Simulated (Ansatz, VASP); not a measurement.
# SiMo5 in VASP and in Ansatz

```
Si Mo
1.0
     0.00000    3.64832    3.64832
     3.64832    0.00000    3.64832
     3.64832    3.64832    0.00000
Si Mo
1 5
Direct
  0.00000 0.00000 0.00000
  0.25000 0.25000 0.25000
  0.62539 0.12382 0.62539
  0.62539 0.62539 0.12382
  0.62539 0.62539 0.62539
  0.12382 0.62539 0.62539
```

Change from the starting cell: species swapped into the Be5Co type (F-43m, No. 216).

Alike in both runs: functional PBE; k mesh 4 × 4 × 4; occupations gaussian, width 0.2 eV; no spin polarisation.

Ansatz relaxed the structure, and its values are those at the end. VASP's run is a single point on that final structure, the one shown.

|  | VASP | Ansatz |
| --- | --- | --- |
| version | VASP 6.6.1 | Ansatz 0.2.0 |
| potentials or method | VASP PAW PBE potentials, release 64 (Si, Mo_sv), cutoff 500 eV | scalar-relativistic, plane waves, PAW |
| valence electrons in the cell | 74 | 74 |

```tsv
	VASP	Ansatz	Ansatz less VASP
gap on the k mesh at the Fermi level (eV)	none	none	-
pressure (GPa)	0.4	-0.1	-0.47
rms of the force components (eV/Å)	0.005	0.001	-0.0040
```

A gap of «none» marks a metal or a gap that the smearing closes. The functional is the same, so the differences come from potentials, cutoffs and numerics.

The k mesh is coarse, so the values compare programs but aren't converged.
